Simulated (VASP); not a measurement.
Set up this calculation in VASP 6.6.1, as the native input.

| Property | Result |
| --- | --- |
| Task | single point |
| Functional | PBE |
| Potentials or basis | VASP PAW PBE potentials, release 64 (B, N) |
| Cutoff | 520 eV |
| k mesh | 6 × 4 × 2 |
| Occupations | gaussian, width 0.1 eV |
| Spin | no spin polarisation |
| Dipole correction | no |
| Further INCAR settings | ALGO = Normal; EDIFF = 1e-06; NBANDS = 26 |

The structure of BN lies in POSCAR:

```
BN
1.0
    2.1759252551     -1.2561586961      0.0308018376
   -2.1756811093     -3.7684758423      0.0423855006
    0.5778404694      1.3751383822     -8.3109296357
B N
4 4
Direct
    0.9873857919      1.0033772210      0.9993597952
    0.5126186873      0.9962214135      0.4993162245
    0.4873793209      0.5033702221      0.9993541123
    1.0126108558      0.4962202142      0.4993090783
   -0.0126233561      0.6699942569      0.9993388154
    0.5126255934      0.6628469070      0.4992891072
    0.4873826110      0.1699911746      0.9993360787
    0.0126204760      0.1628446307      0.4992948884
```

The input as run:

INCAR

```
SYSTEM = BN
PREC = Accurate
ENCUT = 520
EDIFF = 1E-6
ISMEAR = 0
SIGMA = 0.1
LREAL = .False.
LASPH = .True.
NELM = 100
ALGO = Normal
ISIF = 2
LWAVE = .False.
LCHARG = .False.
GGA = PE
NBANDS = 26
```

KPOINTS

```
regular mesh
0
Gamma
  6 4 2
  0 0 0
```

Potentials or basis: VASP PAW PBE potentials, release 64 (B, N).

Launch:

```bash
$ cat potpaw_PBE.64/B/POTCAR potpaw_PBE.64/N/POTCAR > POTCAR
$ mpirun -np 1 vasp_std > vasp.out
```

It gave:

| Property | Result |
| --- | --- |
| Pressure | 0.0 GPa |
| Largest force | 0.005 eV/Å |
| Band gap on the k mesh | 4.39 eV |

It took 29 s on 1 thread of AMD EPYC 9R45 96-Core Processor (Zen 5) (shared host), peak memory 0.18 GiB.
